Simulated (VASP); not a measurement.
## Te2Mo: single point with r2SCAN

The system is Te2Mo, a slab with vacuum.

```xyz
3
Lattice="3.5602 0.0000 0.0000 -1.7801 3.0833 0.0000 0.0000 0.0000 17.5241" Properties=species:S:1:pos:R:3 pbc="T T T"
Te    0.0000    1.9895   15.7915
Te    0.0000    1.9895    1.8475
Mo    0.0000    0.0000    0.0000
```

This cell differs from its parent crystal: all Te atoms moved +0.087 Å, as atom 1 towards its neighbour atom 3 (Mo) at 2.726 Å.

* Program: VASP 6.6.1
* Task: single point
* Functional: r2SCAN
* Potentials or basis: VASP PAW PBE potentials, release 64 (Te, Mo_sv)
* Cutoff: 520 eV
* k mesh: 12 × 12 × 2
* Occupations: gaussian, width 0.05 eV
* Spin: no spin polarisation
* Dipole correction: no
* Further INCAR settings: ALGO = Normal; EDIFF = 1e-07; NBANDS = 20

```yaml
Largest_force: 1.600 eV/Å
Band_gap_on_the_k_mesh: 1.13 eV
```

Forces in eV/Å, atoms in the order of the input:
```
Te   0.000  0.547 -0.740
Te   0.000  0.425 -0.531
Mo   0.000 -0.972  1.271
```

Levels at points of the mesh, in eV from the valence-band top:
```
           k point  band 11  band 12  band 13  band 14  band 15  band 16
(0.00, 0.00, 0.00)    -1.15    -0.80    -0.36     2.92     3.24     3.55
(0.50, 0.00, 0.00)    -1.64    -0.79    -0.37     1.49     1.87     3.37
(0.00, 0.50, 0.00)    -1.80    -0.81    -0.42     1.43     1.83     3.70
(0.00, 0.00, 0.50)    -1.15    -0.80    -0.36     2.92     3.24     3.55
(0.50, 0.00, 0.50)    -1.64    -0.79    -0.37     1.49     1.87     3.37
(0.00, 0.50, 0.50)    -1.80    -0.81    -0.42     1.43     1.83     3.70
```

It took 22 min on 1 thread of AMD EPYC 9R45 96-Core Processor (Zen 5) (shared host), peak memory 0.55 GiB.

Caveat: the cell differs from its parent crystal (all Te atoms moved +0.087 Å, as atom 1 towards its neighbour atom 3 (Mo) at 2.726 Å); the PAW data sets were made with another functional, which shifts forces and pressure a little; spin-orbit coupling is left out, which moves the levels of the heavy elements.
